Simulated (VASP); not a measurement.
Input of a VASP 6.6.1 run:

File INCAR:

```
SYSTEM = Sn
PREC = Accurate ; ENCUT = 520
EDIFF = 1E-7 ; ISMEAR = -1
SIGMA = 0.03 ; LREAL = .False.
LASPH = .True. ; NELM = 60
ALGO = Normal ; ISIF = 2
LWAVE = .False. ; LCHARG = .False.
GGA = CA ; NBANDS = 21
```

File KPOINTS:

```
Automatic mesh
0
Gamma
  9 9 9
  0 0 0
```

File POSCAR:

```
Sn
1.0
    0.0000000000      3.3092553764      3.3092553764
    3.3092553764      0.0000000000      3.3092553764
    3.3092553764      3.3092553764      0.0000000000
Sn
2
Direct
    0.5000000000      0.5000000000      0.5000000000
    0.7500000000      0.7500000000      0.7500000000
```

Potentials or basis: VASP PAW LDA potentials, release 64 (Sn_d).

The run is started by

```console
$ cat potpaw_LDA.64/Sn_d/POTCAR > POTCAR
$ mpirun -np 1 vasp_std > vasp.out
```

Estimate the band gap on the k mesh.

zero (bands 14 and 15 overlap by 0.28 eV).

Estimate the pressure.

-2.5 GPa.

Caveat: spin-orbit coupling is left out, which moves the levels of the heavy elements.
